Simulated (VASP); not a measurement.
TiCo3:

```
CELL_PARAMETERS angstrom
3.29211 0.00000 0.00000
0.00000 3.29211 0.00000
0.00000 0.00000 3.29211
ATOMIC_POSITIONS crystal
Ti 0.00000 0.00000 0.00000
Co 0.00000 0.50000 0.50000
Co 0.50000 0.00000 0.50000
Co 0.50000 0.50000 0.00000
```

Base run:

```yaml
Program: VASP 6.6.1
Functional: PBEsol
Potentials_or_basis: VASP PAW PBE potentials, release 64 (Ti_sv, Co)
Cutoff: 520 eV
k_mesh: 12 × 12 × 12
Occupations: gaussian, width 0.15 eV
Spin: collinear spin, ferromagnetic start
Starting_moments: "[0.9, 1.98, 1.98, 1.98] μB"
Fixed_moment: 6.84 μB
```

Its results: pressure 120.3 GPa; site moments Ti +0.86; Co +1.93 μB.

The run is repeated on the same cell with these changes: fixed moment from 6.84 μB to 5.32 μB; moments at the start from [0.9, 1.98, 1.98, 1.98] to [0.7, 1.54, 1.54, 1.54]. What comes out?

Pressure 104.3 GPa; site moments Ti +0.52; Co +1.55 μB.

Caveats: the cell stands under pressure; the PAW data sets were made with another functional, which shifts forces and pressure a little; the total moment is fixed, so each spin has its own Fermi level.
